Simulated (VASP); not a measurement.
# Br (Cmce) in VASP: single point with RPBE

Aim: the single point of Br with RPBE.

Program: VASP 6.6.1. These are calculated values, not measurements. Logs are shortened: lines on timing, memory, paths and dates and some standing lists are left out, and cuts for length are marked.

## Step 1: The cell of the first run

The structure is orthorhombic, space group Cmce (No. 64). Conventional cell: a = 9.749 Å, b = 4.953 Å, c = 9.168 Å, α = 90.00°, β = 90.00°, γ = 90.00°. Br (site symmetry m) has 1 Br at 2.35 Å within 3.1 Å.

## Step 2: Single point, RPBE

Contents of INCAR:

```
ALGO = Normal
EDIFF = 1E-6
ENCUT = 520
GGA = RP
ISIF = 2
ISMEAR = -1
LASPH = True
LCHARG = True
LELF = True
LREAL = False
LVHAR = True
LWAVE = False
NBANDS = 22
NELM = 100
PREC = Accurate
SIGMA = 0.05
```

Contents of KPOINTS:

```
k-points
0
Gamma
  7 7 4
```

Contents of POSCAR:

```
Br
1.0
    4.8744611467     -2.4766506526      0.0000000000
    4.8744611467      2.4766506526      0.0000000000
    0.0000000000      0.0000000000      9.1683644386
Br
4
Direct
    0.8834900090      0.1165099910      0.1114093721
    0.6165099910      0.3834900090      0.6114093721
    0.1165099910      0.8834900090      0.8885906279
    0.3834900090      0.6165099910      0.3885906279
```

Potentials or basis: VASP PAW PBE potentials, release 64 (Br).

Command:

```bash
> cat potpaw_PBE.64/Br/POTCAR > POTCAR
> mpirun -np 1 vasp_std > vasp.out
```

OUTCAR:

```text
EDIFF = 1E-6
   ENCUT = 520
   GGA = RP
   ISIF = 2
   ISMEAR = -1
   LASPH = True
   LREAL = False
   NELM = 100
   PREC = Accurate

 ion  position               nearest neighbor table
   1  0.883  0.117  0.111-   3 2.35
   2  0.617  0.383  0.611-   4 2.35
   3  0.117  0.883  0.889-   1 2.35
   4  0.383  0.617  0.389-   2 2.35

  LATTYP: Found a base centered orthorhombic cell.
 ALAT       =     4.9533013052
 B/A-ratio  =     1.9681666212
 C/A-ratio  =     1.8509603744

  Lattice vectors:

 A1 = (  -4.8744611467,  -2.4766506526,   0.0000000000)
 A2 = (   4.8744611467,  -2.4766506526,   0.0000000000)
 A3 = (   0.0000000000,   0.0000000000,   9.1683644386)

Analysis of symmetry for initial positions (statically):
=====================================================================
 Subroutine PRICEL returns:
 Original cell was already a primitive cell.

 Routine SETGRP: Setting up the symmetry group for a
 base centered orthorhombic supercell.

 Subroutine GETGRP returns: Found  8 space group operations
 (whereof  4 operations were pure point group operations)
 out of a pool of  8 trial point group operations.

The static configuration has the point symmetry C_2h.
 The point group associated with its full space group is D_2h.

Analysis of symmetry for dynamics (positions and initial velocities):
=====================================================================
 Subroutine PRICEL returns:
 Original cell was already a primitive cell.

 Routine SETGRP: Setting up the symmetry group for a
 base centered orthorhombic supercell.

 Subroutine GETGRP returns: Found  8 space group operations
 (whereof  4 operations were pure point group operations)
 out of a pool of  8 trial point group operations.

The dynamic configuration has the point symmetry C_2h.
 The point group associated with its full space group is D_2h.

 Subroutine INISYM returns: Found  8 space group operations
 (whereof  4 operations are pure point group operations),
 and found     1 'primitive' translations

----------------------------------------------------------------------------------------

[... 85 lines left out ...]
   NGXF,Y,Z  is equivalent  to a cutoff of  25.54, 25.54, 25.39 a.u.
 SYSTEM =  unknown system
   PREC   = accura    normal or accurate (medium, high low for compatibility)
   ISTART =      0    job   : 0-new  1-cont  2-samecut
   ICHARG =      2    charge: 1-file 2-atom 10-const
   ISPIN  =      1    spin polarized calculation?
   LNONCOLLINEAR =      F non collinear calculations
   LSORBIT =      F    spin-orbit coupling
   LASPH  =      T    aspherical Exc in radial PAW
   ENCUT  =  520.0 eV  38.22 Ry    6.18 a.u.  10.17 10.17 17.05*2*pi/ulx,y,z
   NELM   =    100;   NELMIN=  2; NELMDL= -5     # of ELM steps
   EDIFF  = 0.1E-05   stopping-criterion for ELM
   LREAL  =      F    real-space projection
   EDIFFG = 0.1E-04   stopping-criterion for IOM
   NSW    =      0    number of steps for IOM
   IBRION =     -1    ionic relax: 0-MD 1-quasi-New 2-CG
   NFREE  =      0    steps in history (QN), initial steepest desc. (CG)
   ISIF   =      2    stress and relaxation
   ISYM   =      2    0-nonsym 1-usesym 2-fastsym
   POTIM  = 0.5000    time-step for ionic-motion
   TEBEG  =    0.0;   TEEND  =   0.0 temperature during run
   PSTRESS=    0.0 pullay stress
   NELECT =      28.0000    total number of electrons
   NUPDOWN=      -1.0000    fix difference up-down
   EMIN   =  10.00;   EMAX   =-10.00  energy-range for DOS
   EFERMI =   0.00;   METHOD = LEGACY
   ISMEAR =    -1;   SIGMA  =   0.05  broadening in eV -4-tet -1-fermi 0-gaus
   EFERMI_NEDOS =   21; number of points for ismear=-14 and -15
   IALGO  =     38    algorithm
   IMIX   =      4    mixing-type and parameters
     AMIX     =   0.40;   BMIX     =  1.00
     AMIX_MAG =   1.60;   BMIX_MAG =  1.00
  volume/ion in A,a.u.               =      55.34       373.46
  Fermi-wavevector in a.u.,A,eV,Ry     =   0.821782  1.552942  9.188355  0.675325
  Thomas-Fermi vector in A             =   1.933001
   LORBIT       =      0    0 simple, 1 ext, 2 COOP (PROOUT), +10 PAW based schemes
   GGA     = RP    functional components
   LHFCALC =     F    Hartree Fock is set to
   AEXX    =    0.0000 exact exchange contribution
   IVDW    =     0    specifies the selected vdW correction
   LEPSILON=     F    determine dielectric tensor
   LRPA    =     F    only Hartree local field effects (RPA)
 non-spin polarized calculation
  energy-cutoff  :      520.00
  volume of cell :      221.37
 maximum number of plane-waves:      5990
 NGX is ok and might be reduce to    42
   NGX = 21   NGY = 21   NGZ = 35

 number of electron      27.9999999 magnetization

 Free energy of the ion-electron system (eV)
  ---------------------------------------------------
  ext. energy  EPLUGINS =         0.00000000
  ---------------------------------------------------
  free energy    TOTEN  =        -5.87404978 eV

  energy without entropy =       -5.87404976  energy(sigma->0) =       -5.87404977

 E-fermi :  -2.0216     XC(G=0):  -5.6554

 val. band max:       -2.8953656774   @ k =   0.4286   0.4286   0.0000
 cond. band min:      -1.1890377092   @ k =   0.0000   0.0000   0.0000
 fundamental gap:      1.7063279682
 Fermi energy:        -2.0216309206

 k-point     1 :       0.0000    0.0000    0.0000
  band No.  band energies     occupation
      1     -18.1640      2.00000
      2     -17.9776      2.00000
      3     -15.6931      2.00000
      4     -15.3203      2.00000
      5      -7.2805      2.00000
      6      -6.6665      2.00000
[... 589 lines left out ...]
     21       6.0730      0.00000
     22       6.5126      0.00000

 [... further k-points ...]
[... 5 lines left out ...]
  --------------------------------------------------------------------------------------
  -------------------------------------------------------------------------------------
  Total       -0.0167912     -0.0118967      0.0163764      0.0000000     -0.0000000      0.0000000
  in kB       -0.1215288     -0.0861042      0.1185269      0.0000000     -0.0000000      0.0000000
  external PRESSURE =      -0.0297020 kB  Pullay stress =       0.0000000 kB

 VOLUME and BASIS-vectors are now :
 -----------------------------------------------------------------------------
  energy-cutoff  :      520.00
  volume of cell :      221.37
      direct lattice vectors                 reciprocal lattice vectors
     4.874461147 -2.476650653  0.000000000     0.102575441 -0.201885558  0.000000000
     4.874461147  2.476650653  0.000000000     0.102575441  0.201885558  0.000000000
     0.000000000  0.000000000  9.168364439     0.000000000  0.000000000  0.109070708

 POSITION                                       TOTAL-FORCE (eV/Angst)
 -----------------------------------------------------------------------------------
      4.87446     -1.89954      1.02144         0.000000      0.002849      0.004672
      4.87446     -0.57711      5.60562         0.000000     -0.002849      0.004672
      4.87446      1.89954      8.14692         0.000000     -0.002849     -0.004672
      4.87446      0.57711      3.56274         0.000000      0.002849     -0.004672
 -----------------------------------------------------------------------------------
    total drift:                                0.000000     -0.000000     -0.000000

  FREE ENERGIE OF THE ION-ELECTRON SYSTEM (eV)
  ---------------------------------------------------
  free  energy   TOTEN  =        -5.8740497767 eV

  energy  without entropy=       -5.8740497600  energy(sigma->0) =       -5.87404977
```

OSZICAR:

```text
N       E                     dE             d eps       ncg     rms          rms(c)
DAV:   1     0.193235935533E+03    0.19324E+03   -0.10195E+04  2112   0.988E+02
DAV:   2     0.145324130110E+02   -0.17870E+03   -0.17334E+03  3072   0.174E+02
DAV:   3    -0.602860127690E+01   -0.20561E+02   -0.20484E+02  2686   0.673E+01
DAV:   4    -0.632486915270E+01   -0.29627E+00   -0.29616E+00  2626   0.979E+00
DAV:   5    -0.632764494804E+01   -0.27758E-02   -0.27756E-02  2736   0.938E-01    0.889E+00
DAV:   6    -0.599710947464E+01    0.33054E+00   -0.22724E-01  2490   0.243E+00    0.585E+00
DAV:   7    -0.588151479804E+01    0.11559E+00   -0.49591E-01  2424   0.358E+00    0.599E-01
DAV:   8    -0.587381994130E+01    0.76949E-02   -0.47676E-02  2346   0.110E+00    0.296E-01
DAV:   9    -0.587391746236E+01   -0.97521E-04   -0.81527E-04  2636   0.180E-01    0.652E-02
DAV:  10    -0.587405300300E+01   -0.13554E-03   -0.46381E-04  2370   0.137E-01    0.954E-02
DAV:  11    -0.587404973613E+01    0.32669E-05   -0.61494E-05  2702   0.413E-02    0.146E-02
DAV:  12    -0.587404977667E+01   -0.40541E-07   -0.68075E-06  2480   0.143E-02
   1 F= -.58740498E+01 E0= -.58740498E+01  d E =-.166288E-07
```

It took 2.4 min on 1 thread of AMD EPYC 7R13 (Zen 3), shared host; peak memory 0.37 GiB.

Results:

* Free energy: -5.8740 eV
* Pressure: 0.0 GPa
* Largest force: 0.005 eV/Å
* Band gap on the k mesh: 1.71 eV, indirect (the least direct gap lies 3.9 meV higher)

Forces on the atoms (eV/Å):
```
Br   0.000  0.003  0.005
Br   0.000 -0.003  0.005
Br   0.000 -0.003 -0.005
Br   0.000  0.003 -0.005
```

Caveat: the PAW data sets were made with another functional, which shifts forces and pressure a little. A hybrid or GW would open this gap; RPBE tends to underestimate it.
